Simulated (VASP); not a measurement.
Cu: single point with PBEsol

Cu:

```
Cu
1.0
    -1.44279   -1.44279   -1.37608
    -1.44279   -1.44279    1.37608
    -9.13779    8.17573    0.00000
Cu
6
Direct
  0.48611 0.48611 0.08332
  0.84719 0.84719 0.91665
  0.43054 0.43054 0.41665
  0.95833 0.95833 0.24998
  0.37498 0.37498 0.74998
  0.90276 0.90276 0.58332
```

| Property | Result |
| --- | --- |
| Program | VASP 6.6.1 |
| Task | single point |
| Functional | PBEsol |
| Potentials or basis | VASP PAW PBE potentials, release 64 (Cu) |
| Cutoff | 520 eV |
| k mesh | 20 × 20 × 4 |
| Occupations | gaussian, width 0.15 eV |
| Spin | no spin polarisation |

```yaml
Pressure: -0.4 GPa
Largest_force: 0.186 eV/Å
Band_gap_on_the_k_mesh: zero (bands 33 and 34 overlap by 5.55 eV)
```

Forces in eV/Å, atoms in the order of the input:
```
Cu   0.090  0.163  0.000
Cu  -0.090 -0.163  0.000
Cu   0.000 -0.001  0.000
Cu  -0.015 -0.002  0.000
Cu   0.015  0.002  0.000
Cu   0.000  0.001  0.000
```

Stress tensor (GPa, compression positive):
```
-0.46  0.39  0.00
 0.39  0.97  0.00
 0.00  0.00 -1.56
```

Levels at points of the mesh, in eV from the Fermi level:
| k point | band 31 | band 32 | band 33 | band 34 | band 35 | band 36 |
| --- | --- | --- | --- | --- | --- | --- |
| (0.00, 0.00, 0.00) | -2.04 | -1.96 | -1.82 | -1.79 | -1.44 | -0.93 |
| (0.50, 0.00, 0.00) | -0.39 | -0.11 | -0.07 | 0.18 | 0.37 | 0.72 |
| (0.50, 0.50, 0.00) | -0.64 | 0.95 | 1.54 | 3.53 | 4.24 | 4.46 |
| (0.00, 0.00, 0.50) | -2.04 | -1.94 | -1.90 | -1.82 | -1.62 | -1.50 |
| (0.50, 0.00, 0.50) | -0.74 | -0.37 | 0.14 | 0.31 | 0.32 | 0.71 |
| (0.50, 0.50, 0.50) | -0.23 | 0.23 | 2.25 | 3.11 | 4.23 | 4.38 |

Wall time 26 min on 1 thread of Oxide Virtual Turin-like Processor (shared host), peak memory 0.8 GiB.

Caveat: the PAW data sets were made with another functional, which shifts forces and pressure a little.
